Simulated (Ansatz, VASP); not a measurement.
**One calculation of Hg, two programs**

Contents of INCAR:

```
SYSTEM = Hg
ALGO = Fast ; EDIFF = 1E-6
ENCUT = 520 ; GGA = PE
ISIF = 2 ; ISMEAR = 0
LASPH = .True. ; LCHARG = .True.
LELF = .True. ; LREAL = .False.
LVHAR = .True. ; LWAVE = .False.
NBANDS = 12 ; NELM = 100
PREC = Accurate ; SIGMA = 0.15
```

The input KPOINTS:

```
k-points
0
Gamma
  18 18 18
  0 0 0
```

Contents of POSCAR:

```
Hg
1.0
    1.5916004189      0.9189109303      2.4127200000
   -1.5916004189      0.9189109303      2.4127200000
    0.0000000000     -1.8378218605      2.4127200000
Hg
1
Direct
    0.0000000000      0.0000000000      0.0000000000
```

Input for Ansatz:

```yaml
crystal:
  lattice:
    - [1.5916004189, 0.9189109303, 2.41272]
    - [-1.5916004189, 0.9189109303, 2.41272]
    - [0.0, -1.8378218605, 2.41272]
  atoms:
    - { symbol: Hg, position: [0.0, 0.0, 0.0] }
basis:
  ecutwfc: 420
kpoints:
  mp_grid: { grid: [18, 18, 18] }
hamiltonian:
  xc: pbe
scf:
  occupations: { method: gaussian, width: 0.15 }
output:
  forces: true
  stress: true
  eigenvalues: true
```

Change from the starting cell: strain -0.080 along x and y, +0.080 along z, atoms carried along.

Alike in both runs: task single point; functional PBE; k mesh 18 × 18 × 18; occupations gaussian, width 0.15 eV; no spin polarisation.

|  | VASP | Ansatz |
| --- | --- | --- |
| version | VASP 6.6.1 | Ansatz 0.2.0 |
| potentials or method | VASP PAW PBE potentials, release 64 (Hg), cutoff 520 eV | scalar-relativistic, plane waves, PAW |
| valence electrons in the cell | 12 | 20 |

VASP gave:

```
gap on the k mesh at the Fermi level (eV)                     : none
pressure (GPa)                                                : 11.8
traceless stress, the component that is largest in VASP (GPa) : 0.28
```

Task: What did Ansatz give for the same quantities?

Result: gap on the k mesh at the Fermi level (eV): none; pressure (GPa): 11.2; traceless stress, the component that is largest in VASP (GPa): 0.15.

A gap of «none» marks a metal or a gap that the smearing closes. The functional is the same, so the differences come from potentials, cutoffs and numerics. VASP's potentials hold 12 valence electrons a cell and Ansatz's 20, so a difference there can come from the potentials and not from the codes.

Spin-orbit coupling is off throughout.
